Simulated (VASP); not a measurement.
MgO, 2 atoms in the cell. The structure is cubic, space group Fm-3m (No. 225). The conventional cell has a = 4.287 Å, b = 4.287 Å, c = 4.287 Å, α = 90.00°, β = 90.00°, γ = 90.00°. Mg (site symmetry m-3m) has 6 O at 2.14 Å within 2.8 Å. Within 2.8 Å of O (site symmetry m-3m) lie 6 Mg at 2.14 Å. 

| Property | Result |
| --- | --- |
| Program | VASP 6.6.1 |
| Task | single point |
| Functional | r2SCAN |
| Potentials or basis | VASP PAW PBE potentials, release 64 (Mg_sv, O) |
| Cutoff | 750 eV |
| k mesh | 10 × 10 × 10 |
| Occupations | gaussian, width 0.02 eV |
| Spin | no spin polarisation |
| Dipole correction | no |
| Mended | yes |
| Further INCAR settings | ALGO = Normal; EDIFF = 1e-06; NBANDS = 15 |

Potentials or basis: VASP PAW PBE potentials, release 64 (Mg_sv, O).

Run with:

```console
$ cat potpaw_PBE.64/Mg_sv/POTCAR potpaw_PBE.64/O/POTCAR > POTCAR
$ cp INCAR.step1 INCAR
$ mpirun -np 1 vasp_std > vasp.out
$ cp INCAR.step2 INCAR
$ mpirun -np 1 vasp_std > vasp.out
```

Hardware: 1 thread of Intel(R) Xeon(R) 6975P-C (Granite Rapids), with other jobs on the host.

Problem. Estimate the wall time of this run.

Solution. It took 54 s on 1 thread of Intel(R) Xeon(R) 6975P-C (Granite Rapids), with other jobs on the host, peak memory 0.17 GiB. Counts: k points 47.
